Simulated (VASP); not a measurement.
# Pt (Fm-3m) in VASP: a series of runs

The runs below take Pt through single point, relaxation of cell and atoms, with PBEsol.

Everything below comes from runs of VASP 6.6.1. Logs are shortened: lines on timing, memory, paths and dates and some standing lists are left out, and cuts for length are marked.

**1. The cell of the first run**

Symmetry: Fm-3m, No. 225, cubic system. The conventional cell has a = 3.859 Å, b = 3.859 Å, c = 3.859 Å, α = 90.00°, β = 90.00°, γ = 90.00°. Pt (site symmetry m-3m) has 12 Pt at 2.73 Å within 3.6 Å.

**2. Single point, PBEsol**

INCAR

```
SYSTEM = Pt
  PREC = Accurate
  ENCUT = 500
  EDIFF = 1E-6
  ISMEAR = -1
  SIGMA = 0.1
  LREAL = .FALSE.
  LASPH = .TRUE.
  NELM = 120
  ALGO = Normal
  ISIF = 2
  LWAVE = .FALSE.
  LCHARG = .FALSE.
  GGA = PS
  NBANDS = 11
  GGA_COMPAT = .FALSE.
```

KPOINTS

```
Automatic mesh
0
G
  19 19 19
  0 0 0
```

POSCAR

```
Pt
1.0
    0.0000000000      1.9297010613      1.9297010613
    1.9297010613      0.0000000000      1.9297010613
    1.9297010613      1.9297010613      0.0000000000
Pt
1
Direct
    0.0000000000      0.0000000000      0.0000000000
```

Potentials or basis: VASP PAW PBE potentials, release 64 (Pt).

On the command line:

```console
$ cat potpaw_PBE.64/Pt/POTCAR > POTCAR
$ mpirun -np 1 vasp_std > vasp.out
```

OUTCAR:

```text
SYSTEM = Pt
   PREC = Accurate
   ENCUT = 500
   EDIFF = 1E-6
   ISMEAR = -1
   LREAL = .FALSE.
   LASPH = .TRUE.
   NELM = 120
   ISIF = 2
   GGA = PS

 ion  position               nearest neighbor table
   1  0.000  0.000  0.000-

  LATTYP: Found a face centered cubic cell.
 ALAT       =     3.8594021226

  Lattice vectors:

 A1 = (   0.0000000000,   1.9297010613,   1.9297010613)
 A2 = (   1.9297010613,   0.0000000000,   1.9297010613)
 A3 = (   1.9297010613,   1.9297010613,   0.0000000000)

Analysis of symmetry for initial positions (statically):
=====================================================================
 Subroutine PRICEL returns:
 Original cell was already a primitive cell.

 Routine SETGRP: Setting up the symmetry group for a
 face centered cubic supercell.

 Subroutine GETGRP returns: Found 48 space group operations
 (whereof 48 operations were pure point group operations)
 out of a pool of 48 trial point group operations.

The static configuration has the point symmetry O_h .

Analysis of symmetry for dynamics (positions and initial velocities):
=====================================================================
 Subroutine PRICEL returns:
 Original cell was already a primitive cell.

 Routine SETGRP: Setting up the symmetry group for a
 face centered cubic supercell.

 Subroutine GETGRP returns: Found 48 space group operations
 (whereof 48 operations were pure point group operations)
 out of a pool of 48 trial point group operations.

The dynamic configuration has the point symmetry O_h .

 Subroutine INISYM returns: Found 48 space group operations
 (whereof 48 operations are pure point group operations),
 and found     1 'primitive' translations

----------------------------------------------------------------------------------------

                                     Primitive cell

  volume of cell :      14.3714

  direct lattice vectors                    reciprocal lattice vectors
     0.000000000  1.929701061  1.929701061    -0.259107491  0.259107491  0.259107491
     1.929701061  0.000000000  1.929701061     0.259107491 -0.259107491  0.259107491
     1.929701061  1.929701061  0.000000000     0.259107491  0.259107491 -0.259107491

  length of vectors
     2.729009412  2.729009412  2.729009412     0.448787339  0.448787339  0.448787339

  position of ions in fractional coordinates (direct lattice)
     0.000000000  0.000000000  0.000000000

  ion indices of the primitive-cell ions
   primitive index   ion index
                 1           1

----------------------------------------------------------------------------------------

 KPOINTS: Automatic mesh

Automatic generation of k-mesh.
 Grid dimensions read from file:
 generate k-points for:   19   19   19

 Generating k-lattice:

  Cartesian coordinates                     Fractional coordinates (reciprocal lattice)
    -0.013637236  0.013637236  0.013637236     0.052631579  0.000000000  0.000000000
     0.013637236 -0.013637236  0.013637236     0.000000000  0.052631579  0.000000000
     0.013637236  0.013637236 -0.013637236     0.000000000  0.000000000  0.052631579

  Length of vectors
     0.023620386  0.023620386  0.023620386

  Shift w.r.t. Gamma in fractional coordinates (k-lattice)
     0.000000000  0.000000000  0.000000000

 Subroutine IBZKPT returns following result:
 ===========================================

 Found    220 irreducible k-points:

 Following reciprocal coordinates:
            Coordinates               Weight
  0.000000  0.000000  0.000000      1.000000
  0.052632  0.000000  0.000000      8.000000
  0.105263  0.000000  0.000000      8.000000
  0.157895  0.000000  0.000000      8.000000
  0.210526  0.000000  0.000000      8.000000
  0.263158  0.000000  0.000000      8.000000
[... 16 lines left out ...]
 -0.315789  0.052632  0.000000     24.000000
 -0.263158  0.052632  0.000000     24.000000
 [... further k-points ...]
   k-points           NKPTS =    220   k-points in BZ     NKDIM =    220   number of bands    NBANDS=     11
   number of dos      NEDOS =    301   number of ions     NIONS =      1
   total plane-waves  NPLWV =   8000
   dimension x,y,z NGX =    20 NGY =   20 NGZ =   20
   dimension x,y,z NGXF=    40 NGYF=   40 NGZF=   40
   ions per type =               1
   NGX,Y,Z   is equivalent  to a cutoff of  12.18, 12.18, 12.18 a.u.
   NGXF,Y,Z  is equivalent  to a cutoff of  24.37, 24.37, 24.37 a.u.
 SYSTEM =  Pt
   PREC   = accura    normal or accurate (medium, high low for compatibility)
   ISTART =      0    job   : 0-new  1-cont  2-samecut
   ICHARG =      2    charge: 1-file 2-atom 10-const
   ISPIN  =      1    spin polarized calculation?
   LNONCOLLINEAR =      F non collinear calculations
   LSORBIT =      F    spin-orbit coupling
   LASPH  =      T    aspherical Exc in radial PAW
   ENCUT  =  500.0 eV  36.75 Ry    6.06 a.u.   4.98  4.98  4.98*2*pi/ulx,y,z
   NELM   =    120;   NELMIN=  2; NELMDL= -5     # of ELM steps
   EDIFF  = 0.1E-05   stopping-criterion for ELM
   LREAL  =      F    real-space projection
   EDIFFG = 0.1E-04   stopping-criterion for IOM
   NSW    =      0    number of steps for IOM
   IBRION =     -1    ionic relax: 0-MD 1-quasi-New 2-CG
   NFREE  =      0    steps in history (QN), initial steepest desc. (CG)
   ISIF   =      2    stress and relaxation
   ISYM   =      2    0-nonsym 1-usesym 2-fastsym
   POTIM  = 0.5000    time-step for ionic-motion
   TEBEG  =    0.0;   TEEND  =   0.0 temperature during run
   PSTRESS=    0.0 pullay stress
   NELECT =      10.0000    total number of electrons
   NUPDOWN=      -1.0000    fix difference up-down
   EMIN   =  10.00;   EMAX   =-10.00  energy-range for DOS
   EFERMI =   0.00;   METHOD = LEGACY
   ISMEAR =    -1;   SIGMA  =   0.10  broadening in eV -4-tet -1-fermi 0-gaus
   EFERMI_NEDOS =   21; number of points for ismear=-14 and -15
   IALGO  =     38    algorithm
   IMIX   =      4    mixing-type and parameters
     AMIX     =   0.40;   BMIX     =  1.00
     AMIX_MAG =   1.60;   BMIX_MAG =  1.00
  volume/ion in A,a.u.               =      14.37        96.98
  Fermi-wavevector in a.u.,A,eV,Ry     =   1.450691  2.741408 28.633505  2.104503
  Thomas-Fermi vector in A             =   2.568274
   LORBIT       =      0    0 simple, 1 ext, 2 COOP (PROOUT), +10 PAW based schemes
   GGA     = PS    functional components
   LHFCALC =     F    Hartree Fock is set to
   AEXX    =    0.0000 exact exchange contribution
   IVDW    =     0    specifies the selected vdW correction
   LEPSILON=     F    determine dielectric tensor
   LRPA    =     F    only Hartree local field effects (RPA)
 non-spin polarized calculation
  energy-cutoff  :      500.00
  volume of cell :       14.37
 maximum number of plane-waves:       376
   NGX =  9   NGY =  9   NGZ =  9

 number of electron      10.0000000 magnetization

 number of electron       9.9999999 magnetization

 Free energy of the ion-electron system (eV)
  ---------------------------------------------------
  ext. energy  EPLUGINS =         0.00000000
  ---------------------------------------------------
  free energy    TOTEN  =        -6.96470179 eV

  energy without entropy =       -6.91378032  energy(sigma->0) =       -6.93924106

 E-fermi :  12.0579     XC(G=0): -13.9146

 val. band max:       12.0505775130   @ k =   0.4211   0.1579   0.0000
 cond. band min:      12.0591604528   @ k =  -0.4211   0.3158   0.0526
 fundamental gap:      0.0085829398
 Fermi energy:        12.0578519054

 k-point     1 :       0.0000    0.0000    0.0000
  band No.  band energies     occupation
      1       1.1973      2.00000
      2       7.9382      2.00000
      3       7.9382      2.00000
      4       7.9382      2.00000
      5      10.2960      2.00000
      6      10.2960      2.00000
      7      26.5243      0.00000
      8      31.7581      0.00000
      9      31.7581      0.00000
     10      31.7581      0.00000
     11      37.2346      0.00000

 k-point     2 :       0.0526    0.0000    0.0000
  band No.  band energies     occupation
      1       1.3147      2.00000
      2       7.8822      2.00000
      3       7.9864      2.00000
      4       7.9864      2.00000
      5      10.2672      2.00000
      6      10.2672      2.00000
      7      26.7153      0.00000
      8      31.1413      0.00000
      9      31.9448      0.00000
     10      31.9448      0.00000
     11      37.9426      0.00000

 k-point     3 :       0.1053    0.0000    0.0000
  band No.  band energies     occupation
      1       1.6571      2.00000
      2       7.7362      2.00000
      3       8.1150      2.00000
      4       8.1150      2.00000
      5      10.2024      2.00000
      6      10.2024      2.00000
      7      27.2444      0.00000
      8      29.8295      0.00000
      9      32.4904      0.00000
     10      32.4904      0.00000
     11      39.0714      0.00000

 k-point     4 :       0.1579    0.0000    0.0000
  band No.  band energies     occupation
      1       2.1905      2.00000
      2       7.5636      2.00000
      3       8.2690      2.00000
      4       8.2690      2.00000
      5      10.1688      2.00000
      6      10.1688      2.00000
      7      27.9545      0.00000
      8      28.3410      0.00000
      9      33.3510      0.00000
     10      33.3510      0.00000
     11      37.9140      0.00000
[... 239 lines left out ...]
 k-point    22 :      -0.3684    0.0526    0.0000
  band No.  band energies     occupation
      1       4.2363      2.00000
      2       7.9584      2.00000
      3       8.0705      2.00000
      4       9.2397      2.00000
      5      11.3738      1.99786
      6      12.1274      0.66559
      7      20.7961      0.00000
      8      26.8947      0.00000
      9      31.6468      0.00000
     10      33.1139      0.00000
     11      38.4570      0.00000

 k-point    23 :      -0.3158    0.0526    0.0000
  band No.  band energies     occupation
      1       4.1056      2.00000
      2       8.0825      2.00000
      3       8.2088      2.00000
      4       8.3029      2.00000
      5      10.8618      1.99999
      6      11.6179      1.97573
      7      22.7249      0.00000
      8      27.5761      0.00000
      9      32.5521      0.00000
     10      34.6995      0.00000
     11      36.6993      0.00000

 k-point    24 :      -0.2632    0.0526    0.0000
  band No.  band energies     occupation
      1       3.7493      2.00000
      2       7.6115      2.00000
      3       8.2799      2.00000
      4       8.3542      2.00000
      5      10.3720      2.00000
      6      11.1169      1.99984
      7      24.6124      0.00000
      8      28.3395      0.00000
      9      33.4829      0.00000
     10      35.2408      0.00000
     11      36.6032      0.00000

 [... further k-points ...]

------------------------ aborting loop because EDIFF is reached ----------------------------------------

  FORCE on cell =-STRESS in cart. coord.  units (eV):
  Direction    XX          YY          ZZ          XY          YZ          ZX
  --------------------------------------------------------------------------------------
  -------------------------------------------------------------------------------------
  Total        1.3146925      1.3146925      1.3146925      0.0000000      0.0000000      0.0000000
  in kB      146.5664804    146.5664804    146.5664804      0.0000000      0.0000000      0.0000000
  external PRESSURE =     146.5664804 kB  Pullay stress =       0.0000000 kB

 VOLUME and BASIS-vectors are now :
 -----------------------------------------------------------------------------
  energy-cutoff  :      500.00
  volume of cell :       14.37
      direct lattice vectors                 reciprocal lattice vectors
     0.000000000  1.929701061  1.929701061    -0.259107491  0.259107491  0.259107491
     1.929701061  0.000000000  1.929701061     0.259107491 -0.259107491  0.259107491
     1.929701061  1.929701061  0.000000000     0.259107491  0.259107491 -0.259107491

 POSITION                                       TOTAL-FORCE (eV/Angst)
 -----------------------------------------------------------------------------------
      0.00000      0.00000      0.00000         0.000000      0.000000      0.000000
 -----------------------------------------------------------------------------------
    total drift:                                0.000000      0.000000      0.000000

  FREE ENERGIE OF THE ION-ELECTRON SYSTEM (eV)
  ---------------------------------------------------
  free  energy   TOTEN  =        -6.9647017867 eV

  energy  without entropy=       -6.9137803249  energy(sigma->0) =       -6.93924106
```

Run time: 14 s. Hardware: 1 thread of Intel Xeon Platinum 8559C (Emerald Rapids), shared host; peak memory 0.15 GiB.

What came out:

* Free energy: -6.9647 eV
* Pressure: 14.7 GPa
* Band gap on the k mesh: zero (bands 5 and 6 overlap by 2.40 eV)

Levels at points of the mesh, in eV from the Fermi level:
```tsv
k point	band 3	band 4	band 5	band 6	band 7	band 8
(0.00, 0.00, 0.00)	-4.12	-4.12	-1.76	-1.76	14.47	19.70
```

Caveat: the cell stands under pressure; the PAW data sets were made with another functional, which shifts forces and pressure a little; spin-orbit coupling is left out, which moves the levels of the heavy elements.

**3. Single point, PBEsol**

This run uses another cell than the first one, of 15.05 Å³/atom.

INCAR

```
SYSTEM = Pt
PREC = Accurate ; ENCUT = 500
EDIFF = 1E-6 ; ISMEAR = -1
SIGMA = 0.1 ; LREAL = .FALSE.
LASPH = .TRUE. ; NELM = 120
ALGO = Normal ; ISIF = 2
LWAVE = .FALSE. ; LCHARG = .TRUE.
GGA = PS ; LELF = .TRUE.
LVHAR = .TRUE. ; NBANDS = 11
GGA_COMPAT = .FALSE.
```

KPOINTS is that of step 2.

POSCAR

```
Pt
1.0
    0.0000000000      1.9598129776      1.9598129776
    1.9598129776      0.0000000000      1.9598129776
    1.9598129776      1.9598129776      0.0000000000
Pt
1
Direct
    0.0000000000      0.0000000000      0.0000000000
```

Potentials or basis: VASP PAW PBE potentials, release 64 (Pt).

On the command line:

```console
$ cat potpaw_PBE.64/Pt/POTCAR > POTCAR
$ mpirun -np 1 vasp_std > vasp.out
```

OUTCAR:

```text
SYSTEM = Pt
   PREC = Accurate
   ENCUT = 500
   EDIFF = 1E-6
   ISMEAR = -1
   LREAL = .FALSE.
   LASPH = .TRUE.
   NELM = 120
   ISIF = 2
   GGA = PS

 ion  position               nearest neighbor table
   1  0.000  0.000  0.000-

  LATTYP: Found a face centered cubic cell.
 ALAT       =     3.9196259552

  Lattice vectors:

 A1 = (   0.0000000000,   1.9598129776,   1.9598129776)
 A2 = (   1.9598129776,   0.0000000000,   1.9598129776)
[... 514 lines left out ...]
     11      35.0278      0.00000

 [... further k-points ...]

------------------------ aborting loop because EDIFF is reached ----------------------------------------

  FORCE on cell =-STRESS in cart. coord.  units (eV):
  Direction    XX          YY          ZZ          XY          YZ          ZX
  --------------------------------------------------------------------------------------
  -------------------------------------------------------------------------------------
  Total       -0.0365392     -0.0365392     -0.0365392      0.0000000      0.0000000      0.0000000
  in kB       -3.8886211     -3.8886211     -3.8886211      0.0000000      0.0000000      0.0000000
  external PRESSURE =      -3.8886211 kB  Pullay stress =       0.0000000 kB

 VOLUME and BASIS-vectors are now :
 -----------------------------------------------------------------------------
  energy-cutoff  :      500.00
  volume of cell :       15.05
      direct lattice vectors                 reciprocal lattice vectors
     0.000000000  1.959812978  1.959812978    -0.255126385  0.255126385  0.255126385
     1.959812978  0.000000000  1.959812978     0.255126385 -0.255126385  0.255126385
     1.959812978  1.959812978  0.000000000     0.255126385  0.255126385 -0.255126385

 POSITION                                       TOTAL-FORCE (eV/Angst)
 -----------------------------------------------------------------------------------
      0.00000      0.00000      0.00000        -0.000000      0.000000     -0.000000
 -----------------------------------------------------------------------------------
    total drift:                                0.000000     -0.000000     -0.000000

  FREE ENERGIE OF THE ION-ELECTRON SYSTEM (eV)
  ---------------------------------------------------
  free  energy   TOTEN  =        -6.9941032369 eV

  energy  without entropy=       -6.9399202163  energy(sigma->0) =       -6.96701173
```

stdout:

```text
POSCAR found type information on POSCAR Pt
 POSCAR found :  1 types and       1 ions
 scaLAPACK will be used
 -----------------------------------------------------------------------------
|                                                                             |
|                                                                             |
|     You enforced a specific xc type in the INCAR file but a different       |
|     I HOPE YOU KNOW WHAT YOU ARE DOING!                                     |
|                                                                             |
 -----------------------------------------------------------------------------

 LDA part: xc-table for (Slater+PW92), standard interpolation
 POSCAR, INCAR and KPOINTS ok, starting setup
 FFT: planning ... GRIDC
 FFT: planning ... GRID_SOFT
 FFT: planning ... GRID
 WAVECAR not read
 entering main loop
```

Run time: 16 s. Hardware: 1 thread of Intel Xeon Platinum 8559C (Emerald Rapids), shared host; peak memory 0.15 GiB.

Results:

```
Free energy            : -6.9941 eV
Pressure               : -0.4 GPa
Band gap on the k mesh : zero (bands 5 and 6 overlap by 2.21 eV)
```

Levels at points of the mesh, in eV from the Fermi level:
```csv
k point,band 1,band 2,band 3,band 4,band 5,band 6,band 7,band 8,band 9,band 10
"(0.00, 0.00, 0.00)",-10.32,-3.82,-3.82,-3.82,-1.63,-1.63,14.61,19.58,19.58,19.58
```

Caveat: the PAW data sets were made with another functional, which shifts forces and pressure a little; spin-orbit coupling is left out, which moves the levels of the heavy elements.

**4. Relaxation of cell and atoms, PBEsol**

This run uses another cell than the first one, of 15.08 Å³/atom.

INCAR

```
SYSTEM = Pt
PREC = Accurate ; ENCUT = 500
EDIFF = 1E-7 ; ISMEAR = -1
SIGMA = 0.1 ; LREAL = .FALSE.
LASPH = .TRUE. ; NELM = 120
ALGO = Normal ; ISIF = 3
LWAVE = .FALSE. ; LCHARG = .FALSE.
GGA = PS ; IBRION = 2
NSW = 80 ; EDIFFG = -0.03
GGA_COMPAT = .FALSE. ; NELMIN = 4
```

KPOINTS

```
regular mesh
0
G
  19 19 19
  0 0 0
```

POSCAR

```
Pt
1.0
    0.0000000000      1.9609000000      1.9609000000
    1.9609000000      0.0000000000      1.9609000000
    1.9609000000      1.9609000000      0.0000000000
Pt
1
Direct
    0.0000000000      0.0000000000      0.0000000000
```

On the command line:

```console
$ cat potpaw_PBE.64/Pt/POTCAR > POTCAR
$ mpirun -np 1 vasp_std > vasp.out
```

It took 25 s on 1 thread of Intel Xeon Platinum 8559C (Emerald Rapids), shared host; peak memory 0.16 GiB.

Results (log left out):

| Item | Value |
| --- | --- |
| Free energy | -6.9942 eV |
| Relaxed volume | 15.03 Å³/atom |
| Relaxed cell | a = 2.770 Å, b = 2.770 Å, c = 2.770 Å, α = 60.00°, β = 60.00°, γ = 60.00° |
| Space group after relaxing (to 0.1 Å) | Fm-3m (No. 225) |
| Energy gained by relaxing | 0.1 meV/atom |
| Ionic steps | 3 |
| Pressure after relaxing | 0.0 GPa |
| Band gap on the k mesh | zero (bands 5 and 6 overlap by 2.21 eV) |

Step by step:
| step | energy change (eV) | largest force (eV/Å) | pressure (GPa) | volume (Å³) |
| --- | --- | --- | --- | --- |
| 1 | 0.0000 | 0.0000 | -0.86 | 15.08 |
| 2 | 0.0009 | 0.0000 | 2.58 | 14.90 |
| 3 | -0.0001 | 0.0000 | 0.01 | 15.03 |

Final structure:
```
Pt
1.0
     0.00000    1.95890    1.95890
     1.95890    0.00000    1.95890
     1.95890    1.95890    0.00000
Pt
1
Direct
  0.00000 0.00000 0.00000
```

Levels at points of the mesh, in eV from the Fermi level:
| k point | band 1 | band 2 | band 3 | band 4 | band 5 | band 6 | band 7 | band 8 | band 9 |
| --- | --- | --- | --- | --- | --- | --- | --- | --- | --- |
| (0.00, 0.00, 0.00) | -10.34 | -3.83 | -3.83 | -3.83 | -1.64 | -1.64 | 14.61 | 19.59 | 19.59 |

Caveat: the PAW data sets were made with another functional, which shifts forces and pressure a little; spin-orbit coupling is left out, which moves the levels of the heavy elements.

(Part 1 of 2 ends here.)
